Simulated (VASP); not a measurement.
A run of VASP 6.6.1 is set up as follows.

The input POSCAR:

```
Y
1.0
    1.8253862983      1.0538872707      8.7249510165
   -1.8253862983      1.0538872707      8.7249510165
    0.0000000000     -2.1077745414      8.7249510165
Y
3
Direct
    0.7788755500      0.7788755500      0.7788755500
    0.2211244500      0.2211244500      0.2211244500
    0.0000000000      0.0000000000      0.0000000000
```

INCAR.step1

```
SYSTEM = Y
ALGO     = Normal         ! electronic algorithm
EDIFF    = 1E-4           ! SCF threshold, eV
ENCUT    = 520            ! plane-wave cutoff, eV
GGA      = PE             ! functional
ISMEAR   = -1             ! smearing method
LASPH    = .True.         ! aspherical terms in the spheres
LCHARG   = .False.        ! write CHGCAR
LREAL    = .False.        ! projectors in reciprocal space
LWAVE    = .True.         ! write WAVECAR
NBANDS   = 24             ! bands
NELM     = 80             ! most SCF steps
PREC     = Accurate       ! precision mode
SIGMA    = 0.1            ! smearing width, eV
```

File INCAR.step2:

```
SYSTEM = Y
ALGO     = Normal         ! electronic algorithm
EDIFF    = 1E-6           ! SCF threshold, eV
ENCUT    = 520            ! plane-wave cutoff, eV
ISIF     = 2              ! what is computed and relaxed
ISMEAR   = -1             ! smearing method
ISTART   = 1            
LASPH    = .True.         ! aspherical terms in the spheres
LCHARG   = .False.        ! write CHGCAR
LMIXTAU  = .True.       
LREAL    = .False.        ! projectors in reciprocal space
LWAVE    = .False.        ! write WAVECAR
METAGGA  = R2SCAN         ! meta-GGA
NBANDS   = 24             ! bands
NELM     = 80             ! most SCF steps
PREC     = Accurate       ! precision mode
SIGMA    = 0.1            ! smearing width, eV
```

Contents of KPOINTS:

```
k-points
0
Gamma
  7 7 7
  0 0 0
```

Potentials or basis: VASP PAW PBE potentials, release 64 (Y_sv).

Command:

```sh
$ cat potpaw_PBE.64/Y_sv/POTCAR > POTCAR
$ cp INCAR.step1 INCAR
$ mpirun -np 1 vasp_std > vasp.out
$ cp INCAR.step2 INCAR
$ mpirun -np 1 vasp_std > vasp.out
```

**Question.** Estimate the largest force.

**Answer.** 0.063 eV/Å.

**Question.** Predict the pressure.

**Answer.** -0.1 GPa.

**Question.** What does it give for the band gap on the k mesh?

**Answer.** Zero (an odd number of electrons rules out a gap without spin polarisation).

Stress tensor (GPa, compression positive):
```
 0.04  0.00  0.00
 0.00  0.04  0.00
 0.00  0.00 -0.40
```

Caveat: the PAW data sets were made with another functional, which shifts forces and pressure a little.
